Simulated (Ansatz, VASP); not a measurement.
## TiAl: VASP beside Ansatz

```
Ti Al
1.0
     2.86726    0.00000    0.00000
    -1.43363    2.48312    0.00000
     0.00000    0.00000    4.67808
Ti Al
1 1
Cartesian
  0.0000 0.0000 0.0000
  0.0000 1.6554 2.3390
```

Alike in both runs: task relaxation of cell and atoms; functional PBE; k mesh 18 × 18 × 10; occupations gaussian, width 0.1 eV; no spin polarisation.

```csv
,VASP,Ansatz
version,VASP 6.6.1,Ansatz 0.2.0
potentials or method,"VASP PAW PBE potentials, release 64 (Ti_sv, Al), cutoff 600 eV","scalar-relativistic, plane waves, PAW"
valence electrons in the cell,15,15
```

|  | VASP | Ansatz | Ansatz less VASP |
| --- | --- | --- | --- |
| gap on the k mesh at the Fermi level, each at its own relaxed structure (eV) | none | none | - |
| relaxed volume (Å³/atom) | 16.71 | 16.71 | +0.001 |
| relaxed length of the cell vector where the two differ most in proportion (Å) | 4.651 | 4.649 | -0.0024 |

A gap of «none» marks a metal or a gap that the smearing closes.
